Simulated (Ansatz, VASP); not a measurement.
# Cs: VASP beside Ansatz

```
Cs
1.0
     5.68162    0.00000    0.00000
    -2.84081    4.92042    0.00000
     0.00000    0.00000    9.29092
Cs
2
Direct
  0.33333 0.66667 0.25000
  0.66667 0.33333 0.75000
```

Alike in both runs: task single point; functional BLYP; k mesh 8 × 8 × 4; occupations fermi-dirac, width 0.1 eV; no spin polarisation.

```csv
,VASP,Ansatz
version,VASP 6.6.1,Ansatz 0.2.0
potentials or method,"VASP PAW PBE potentials, release 64 (Cs_sv), cutoff 520 eV","plane waves (420 eV) with PAW, scalar-relativistic"
valence electrons in the cell,18,18
```

VASP gave:

| Property | Result |
| --- | --- |
| pressure (GPa) | -0.1 |

Q: Which values does Ansatz return?

A: Pressure (GPa): 0.0.

VASP's potentials were made for PBE, not for BLYP. The functional is the same, so the differences come from potentials, cutoffs and numerics.

Neither program's run includes spin-orbit coupling.
